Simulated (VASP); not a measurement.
# H in VASP: settings compared

Aim: see how the results for H move with the level of theory and the settings. Levels: PBE, PBEsol, LDA. Tasks: single point.

All numbers are computed with VASP 6.6.1; they aren't measurements. Logs are shortened: lines on timing, memory, paths and dates and some standing lists are left out, and cuts for length are marked.

## 1. The cell of the first run

The typed cell holds 1 atom: a = 2.674 Å, b = 2.538 Å, c = 0.952 Å, α = 86.88°, β = 88.94°, γ = 90.51°.

## 2. Single point, PBE (the cell strained at random)

The input, INCAR:

```
ALGO = Normal
EDIFF = 1E-6
ENCUT = 520
GGA = PE
ISIF = 2
ISMEAR = 0
LASPH = True
LCHARG = False
LREAL = False
LWAVE = False
NBANDS = 6
NELM = 100
PREC = Accurate
SIGMA = 0.05
```

The input, KPOINTS:

```
k-points
0
Gamma
  14 14 34
```

The input, POSCAR:

```
H
1.0
    2.6742538828     -0.0118703816      0.0243236836
   -0.0118703816      2.5371615744      0.0695795133
    0.0090009250      0.0257477441      0.9520880401
H
1
Direct
    0.0000000000      0.0000000000      0.5000000000
```

Potentials or basis: VASP PAW PBE potentials, release 64 (H).

Command:

```console
> cat potpaw_PBE.64/H/POTCAR > POTCAR
> mpirun -np 1 vasp_std > vasp.out
```

OUTCAR:

```text
EDIFF = 1E-6
   ENCUT = 520
   GGA = PE
   ISIF = 2
   ISMEAR = 0
   LASPH = True
   LREAL = False
   NELM = 100
   PREC = Accurate

 ion  position               nearest neighbor table
   1  0.000  0.000  0.500-

  LATTYP: Found a triclinic cell.
 ALAT       =     5.8487004963
 B/A-ratio  =     0.4339670384
 C/A-ratio  =     0.9318603332
 COS(alpha) =     0.0008043656
 COS(beta)  =     0.4823305415
 COS(gamma) =     0.8727368302

  Lattice vectors:

 A1 = (  -2.6595140446,  -5.0882005113,  -1.1155707503)
 A2 = (   0.0118703816,  -2.5371615744,  -0.0695795133)
 A3 = (  -5.3575086906,  -0.0020069809,  -1.0007354073)

Analysis of symmetry for initial positions (statically):
=====================================================================
 Subroutine PRICEL returns:
 Original cell was already a primitive cell.

 Routine SETGRP: Setting up the symmetry group for a
 triclinic supercell.

 Subroutine GETGRP returns: Found  2 space group operations
 (whereof  2 operations were pure point group operations)
 out of a pool of  2 trial point group operations.

The static configuration has the point symmetry S_2 .

Analysis of symmetry for dynamics (positions and initial velocities):
=====================================================================
 Subroutine PRICEL returns:
 Original cell was already a primitive cell.

 Routine SETGRP: Setting up the symmetry group for a
 triclinic supercell.

 Subroutine GETGRP returns: Found  2 space group operations
 (whereof  2 operations were pure point group operations)
 out of a pool of  2 trial point group operations.

The dynamic configuration has the point symmetry S_2 .

 Subroutine INISYM returns: Found  2 space group operations
 (whereof  2 operations are pure point group operations),
 and found     1 'primitive' translations

----------------------------------------------------------------------------------------

                                     Primitive cell

  volume of cell :       6.4544

  direct lattice vectors                    reciprocal lattice vectors
     2.674253883 -0.011870382  0.024323684     0.373976890  0.001848020 -0.003585509
[... 79 lines left out ...]
   LNONCOLLINEAR =      F non collinear calculations
   LSORBIT =      F    spin-orbit coupling
   LASPH  =      T    aspherical Exc in radial PAW
   ENCUT  =  520.0 eV  38.22 Ry    6.18 a.u.   4.97  4.72  1.77*2*pi/ulx,y,z
   NELM   =    100;   NELMIN=  2; NELMDL= -5     # of ELM steps
   EDIFF  = 0.1E-05   stopping-criterion for ELM
   LREAL  =      F    real-space projection
   EDIFFG = 0.1E-04   stopping-criterion for IOM
   NSW    =      0    number of steps for IOM
   IBRION =     -1    ionic relax: 0-MD 1-quasi-New 2-CG
   NFREE  =      0    steps in history (QN), initial steepest desc. (CG)
   ISIF   =      2    stress and relaxation
   ISYM   =      2    0-nonsym 1-usesym 2-fastsym
   POTIM  = 0.5000    time-step for ionic-motion
   TEBEG  =    0.0;   TEEND  =   0.0 temperature during run
   PSTRESS=    0.0 pullay stress
   NELECT =       1.0000    total number of electrons
   NUPDOWN=      -1.0000    fix difference up-down
   EMIN   =  10.00;   EMAX   =-10.00  energy-range for DOS
   EFERMI =   0.00;   METHOD = LEGACY
   ISMEAR =     0;   SIGMA  =   0.05  broadening in eV -4-tet -1-fermi 0-gaus
   EFERMI_NEDOS =   21; number of points for ismear=-14 and -15
   IALGO  =     38    algorithm
   IMIX   =      4    mixing-type and parameters
     AMIX     =   0.40;   BMIX     =  1.00
     AMIX_MAG =   1.60;   BMIX_MAG =  1.00
  volume/ion in A,a.u.               =       6.45        43.56
  Fermi-wavevector in a.u.,A,eV,Ry     =   0.879270  1.661579 10.518870  0.773115
  Thomas-Fermi vector in A             =   1.999470
   LORBIT       =      0    0 simple, 1 ext, 2 COOP (PROOUT), +10 PAW based schemes
   GGA     = PE    functional components
   LHFCALC =     F    Hartree Fock is set to
   AEXX    =    0.0000 exact exchange contribution
   IVDW    =     0    specifies the selected vdW correction
   LEPSILON=     F    determine dielectric tensor
   LRPA    =     F    only Hartree local field effects (RPA)
 non-spin polarized calculation
 Gauss-broadening in eV      SIGMA  =   0.05
  energy-cutoff  :      520.00
  volume of cell :        6.45
 maximum number of plane-waves:       183
   NGX =  9   NGY =  9   NGZ =  3

 number of electron       1.0000000 magnetization

 Free energy of the ion-electron system (eV)
  ---------------------------------------------------
  ext. energy  EPLUGINS =         0.00000000
  ---------------------------------------------------
  free energy    TOTEN  =        -2.99832163 eV

  energy without entropy =       -2.99825165  energy(sigma->0) =       -2.99828664

 E-fermi :  -1.1076     XC(G=0):  -6.9627

 val. band max:       -1.1196101526   @ k =   0.5000   0.4286   0.2353
 cond. band min:      -1.1028340084   @ k =  -0.0000   0.1429   0.2647
 fundamental gap:      0.0167761443
 Fermi energy:        -1.1075593414

 k-point     1 :       0.0000    0.0000    0.0000
  band No.  band energies     occupation
      1     -12.7462      2.00000
      2       8.7597      0.00000
      3      13.7897      0.00000
      4      15.8842      0.00000
      5      18.0438      0.00000
      6      36.3744      0.00000
[... 199 lines left out ...]
 k-point    24 :       0.0714    0.1429   -0.0000
  band No.  band energies     occupation
      1     -12.4236      2.00000
      2       6.9947      0.00000
      3      12.0401      0.00000
      4      16.4757      0.00000
      5      23.3407      0.00000
      6      29.1181      0.00000

 [... further k-points ...]

------------------------ aborting loop because EDIFF is reached ----------------------------------------

  FORCE on cell =-STRESS in cart. coord.  units (eV):
  Direction    XX          YY          ZZ          XY          YZ          ZX
  --------------------------------------------------------------------------------------
  -------------------------------------------------------------------------------------
  Total        0.0605065      0.1165379      0.4616932     -0.0007860      0.0094419      0.0030323
  in kB       15.0194575     28.9280848    114.6055928     -0.1951040      2.3437471      0.7527049
  external PRESSURE =      52.8510450 kB  Pullay stress =       0.0000000 kB

 VOLUME and BASIS-vectors are now :
 -----------------------------------------------------------------------------
  energy-cutoff  :      520.00
  volume of cell :        6.45
      direct lattice vectors                 reciprocal lattice vectors
     2.674253883 -0.011870382  0.024323684     0.373976890  0.001848020 -0.003585509
    -0.011870382  2.537161574  0.069579513     0.001848020  0.394442898 -0.010684567
     0.009000925  0.025747744  0.952088040    -0.009689314 -0.028873481  1.051195475

 POSITION                                       TOTAL-FORCE (eV/Angst)
 -----------------------------------------------------------------------------------
      0.00450      0.01287      0.47604         0.000000      0.000000     -0.000000
 -----------------------------------------------------------------------------------
    total drift:                                0.000000      0.000000      0.000000

  FREE ENERGIE OF THE ION-ELECTRON SYSTEM (eV)
  ---------------------------------------------------
  free  energy   TOTEN  =        -2.9983216304 eV

  energy  without entropy=       -2.9982516531  energy(sigma->0) =       -2.99828664
```

stdout:

```text
POSCAR found type information on POSCAR H
 POSCAR found :  1 types and       1 ions
 scaLAPACK will be used
 LDA part: xc-table for (Slater+PW92), standard interpolation
 POSCAR, INCAR and KPOINTS ok, starting setup
 FFT: planning ... GRIDC
 FFT: planning ... GRID_SOFT
 FFT: planning ... GRID
 WAVECAR not read
 entering main loop
```

It took 73 s on 1 thread of Intel Xeon Platinum 8488C (Sapphire Rapids), shared host; peak memory 0.2 GiB.

Results:

| Quantity | Value |
| --- | --- |
| Free energy | -2.9983 eV |
| Pressure | 5.3 GPa |

Caveat: the cell differs from its parent crystal (the cell strained at random).

## 3. Single point, PBEsol (functional PBEsol, strained)

The input, INCAR:

```
  PREC = Accurate
  ENCUT = 520
  EDIFF = 1E-6
  ISMEAR = 0
  SIGMA = 0.05
  LREAL = F
  LASPH = T
  NELM = 60
  ALGO = Normal
  ISIF = 2
  LWAVE = F
  LCHARG = T
  GGA = PS
  LELF = T
  LVHAR = T
  NBANDS = 6
```

The input, KPOINTS:

```
regular mesh
0
Gamma
  14 14 34
```

The input, POSCAR:

```
H
1.0
    2.6450018711      0.0000000000      0.0000000000
    0.0000000000      2.6450018711      0.0000000000
    0.0000000000      0.0000000000      0.8905326946
H
1
Direct
    0.0000000000      0.0000000000      0.5000000000
```

Potentials or basis: VASP PAW PBE potentials, release 64 (H).

Command:

```console
> cat potpaw_PBE.64/H/POTCAR > POTCAR
> mpirun -np 1 vasp_std > vasp.out
```

Wall time 15 s (1 thread of Intel Xeon 6975P-C, shared host); peak memory 0.12 GiB.

The run converged. Its results:

```yaml
Free_energy: -2.8601 eV
Pressure: 14.8 GPa
```

Stress tensor (GPa, compression positive):
```
 1.03  0.00  0.00
 0.00  1.03  0.00
 0.00  0.00 42.21
```

Levels at points of the mesh, in eV from the Fermi level:
```tsv
k point	band 1	band 2	band 3	band 4
(0.00, 0.00, 0.00)	-13.00	8.22	14.27	14.27
(0.50, 0.00, 0.00)	-11.66	1.34	14.98	17.22
(0.50, 0.50, 0.00)	-10.59	5.13	5.13	8.74
(0.00, 0.00, 0.50)	30.40	37.77	53.69	58.38
(0.50, 0.00, 0.50)	31.21	39.90	48.64	48.89
(0.50, 0.50, 0.50)	31.87	41.67	52.36	52.36
```

Caveat: the cell differs from its parent crystal (functional PBEsol, strained); the PAW data sets were made with another functional, which shifts forces and pressure a little.

## 4. Single point, PBE (strained)

The input, INCAR:

```
PREC = Accurate ; ENCUT = 520
EDIFF = 1E-6 ; ISMEAR = 0
SIGMA = 0.05 ; LREAL = F
LASPH = T ; NELM = 60
ALGO = Normal ; ISIF = 2
LWAVE = F ; LCHARG = T
GGA = PE ; LELF = T
LVHAR = T ; NBANDS = 6
```

KPOINTS is that of step 3.

The input, POSCAR:

```
H
1.0
    2.6352247042      0.0000000000      0.0000000000
    0.0000000000      2.6352247042      0.0000000000
    0.0000000000      0.0000000000      1.0339886137
H
1
Direct
    0.0000000000      0.0000000000      0.5000000000
```

Command:

```console
> cat potpaw_PBE.64/H/POTCAR > POTCAR
> mpirun -np 1 vasp_std > vasp.out
```

Wall time 14 s (1 thread of Intel Xeon 6975P-C, shared host); peak memory 0.12 GiB.

Results (log left out):

- Free energy: -2.9944 eV
- Pressure: -3.6 GPa

Stress tensor (GPa, compression positive):
```
  1.27   0.00   0.00
  0.00   1.27   0.00
  0.00   0.00 -13.35
```

Levels at points of the mesh, in eV from the Fermi level:
```csv
k point,band 1,band 2,band 3,band 4
"(0.00, 0.00, 0.00)",-10.07,10.78,16.51,16.51
"(0.50, 0.00, 0.00)",-8.51,3.31,17.44,19.59
"(0.50, 0.50, 0.00)",-7.26,7.20,7.20,10.65
"(0.00, 0.00, 0.50)",21.10,28.46,43.80,49.05
"(0.50, 0.00, 0.50)",22.04,30.94,38.30,38.68
"(0.50, 0.50, 0.50)",22.80,33.02,42.09,42.09
```

Caveat: the cell differs from its parent crystal (strained).

## 5. Single point, LDA (functional LDA, strained)

The input, INCAR:

```
  ALGO = Normal
  EDIFF = 1E-6
  ENCUT = 520
  GGA = CA
  ISIF = 2
  ISMEAR = 0
  LASPH = T
  LCHARG = T
  LELF = T
  LREAL = F
  LVHAR = T
  LWAVE = F
  NBANDS = 6
  NELM = 60
  PREC = Accurate
  SIGMA = 0.05
```

The input, KPOINTS:

```
k-points
0
Gamma
  14 14 34
```

The input, POSCAR:

```
H
1.0
    2.8080606391      0.0000000000      0.0000000000
    0.0000000000      2.8080606391      0.0000000000
    0.0000000000      0.0000000000      0.9508722289
H
1
Direct
    0.0000000000      0.0000000000      0.5000000000
```

Potentials or basis: VASP PAW LDA potentials, release 64 (H).

Command:

```console
> cat potpaw_LDA.64/H/POTCAR > POTCAR
> mpirun -np 1 vasp_std > vasp.out
```

Run time: 13 s. Hardware: 1 thread of Intel Xeon 6975P-C, shared host; peak memory 0.12 GiB.

Results (log left out):

* Free energy: -3.1118 eV
* Pressure: 4.2 GPa

Stress tensor (GPa, compression positive):
```
-0.77  0.00  0.00
 0.00 -0.77  0.00
 0.00  0.00 14.11
```

Levels at points of the mesh, in eV from the Fermi level:
| k point | band 1 | band 2 | band 3 | band 4 | band 5 |
| --- | --- | --- | --- | --- | --- |
| (0.00, 0.00, 0.00) | -11.33 | 7.52 | 13.27 | 13.27 | 15.96 |
| (0.50, 0.00, 0.00) | -10.20 | 1.73 | 13.63 | 15.91 | 20.91 |
| (0.50, 0.50, 0.00) | -9.30 | 5.13 | 5.13 | 8.23 | 32.98 |
| (0.00, 0.00, 0.50) | 26.30 | 33.53 | 47.34 | 51.65 | 54.53 |
| (0.50, 0.00, 0.50) | 26.95 | 35.40 | 43.20 | 43.45 | 53.81 |
| (0.50, 0.50, 0.50) | 27.47 | 36.93 | 46.53 | 46.53 | 46.92 |

Caveat: the cell differs from its parent crystal (functional LDA, strained).

## 6. The runs side by side

```tsv
level	potentials or basis	cell	gap on the mesh (eV)	pressure (GPa)
PBE	VASP PAW PBE potentials, release 64 (H)	a = 2.674, b = 2.538, c = 0.952 Å, angles 86.9, 88.9, 90.5°, 1 atom	none	5.3
PBEsol	VASP PAW PBE potentials, release 64 (H)	a = 2.645, b = 2.645, c = 0.891 Å, 1 atom	none	14.8
PBE	VASP PAW PBE potentials, release 64 (H)	a = 2.635, b = 2.635, c = 1.034 Å, 1 atom	none	-3.6
LDA	VASP PAW LDA potentials, release 64 (H)	a = 2.808, b = 2.808, c = 0.951 Å, 1 atom	none	4.2
```

Alike in all rows: task single point; no spin polarisation; k mesh 14 × 14 × 34; cutoff (eV) 520; smearing gaussian 0.05 eV.

Caveats: the PAW data sets were made with another functional, which shifts forces and pressure a little (some runs).

Total energies depend on the potentials used, so only differences within one code and one set of settings carry meaning.
